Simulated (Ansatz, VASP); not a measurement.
## Y3Ti: VASP beside Ansatz

```
CELL_PARAMETERS angstrom
-2.41569 2.41569 4.77932
2.41569 -2.41569 4.77932
2.41569 2.41569 -4.77932
ATOMIC_POSITIONS crystal
Y 0.50000 0.50000 0.00000
Y 0.25000 0.75000 0.50000
Y 0.75000 0.25000 0.50000
Ti 0.00000 0.00000 0.00000
```

Alike in both runs: functional PBE; k mesh 6 × 6 × 6; occupations gaussian, width 0.1 eV; no spin polarisation.

Ansatz relaxed the structure, and its values are those at the end. VASP's run is a single point on that final structure, the one shown.

|  | VASP | Ansatz |
| --- | --- | --- |
| version | VASP 6.6.1 | Ansatz 0.2.0 |
| potentials or method | VASP PAW PBE potentials, release 64 (Y_sv, Ti_sv), cutoff 520 eV | scalar-relativistic, plane waves, PAW |
| valence electrons in the cell | 45 | 45 |

VASP gave:

```
gap on the k mesh at the Fermi level (eV) : none
pressure (GPa)                            : 0.0
```

Q: What did Ansatz give for the same quantities?

A: gap on the k mesh at the Fermi level (eV): none; pressure (GPa): 0.1.

A gap of «none» marks a metal or a gap that the smearing closes. With one functional, cell and mesh, what is left measures potentials, basis and numerics.
